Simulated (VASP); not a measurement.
Runs of VASP 6.6.1 on NaAl3O. The structure is that of space group Pm-3m (No. 221), or close to it. The cells are those of the table. The cell was built from a structure type or drawn by symmetry, and may not be a known phase.

| task | spin | cell | k mesh | cutoff (eV) | gap on the mesh (eV) | pressure (GPa) | moment (μB) | relaxed volume (Å³/atom) |
| --- | --- | --- | --- | --- | --- | --- | --- | --- |
| relaxation of cell and atoms | off | relaxed from a = 4.405 Å, 5 atoms | 4 × 4 × 4 | 600 | none | 0.1 | - | 26.70 |
| single point | off | a = 4.405 Å, 5 atoms | 4 × 4 × 4 | 520 | none | (a) | - | - |
| single point | collinear, ferromagnetic start | a = 5.147 Å, 5 atoms | 8 × 8 × 8 | 520 | none | -0.1 | 0.01 | - |
| single point | off | a = 5.147 Å, 5 atoms | 4 × 4 × 4 | 520 | none | 0.0 | - | - |
| relaxation of cell and atoms | collinear, ferromagnetic start | relaxed from a = 5.147 Å, 5 atoms | 8 × 8 × 8 | 600 | none | 0.0 | 0.01 | 26.92 |
| single point | collinear, ferromagnetic start | a = 5.147 Å, 5 atoms | 4 × 4 × 4 | 520 | none | 0.0 | 0.01 | - |

Alike in all rows: level PBE; potentials or basis VASP PAW PBE potentials, release 64 (Na_pv, Al, O); smearing gaussian 0.1 eV.

Estimate the missing entries.

(a) 21.2.

Caveats: the volume moved by over 15 % at a fixed basis, so the end points are rough (at least some runs); the cell stands under pressure (at least some runs).

A gap of «none» marks levels without a gap at the run's occupations.
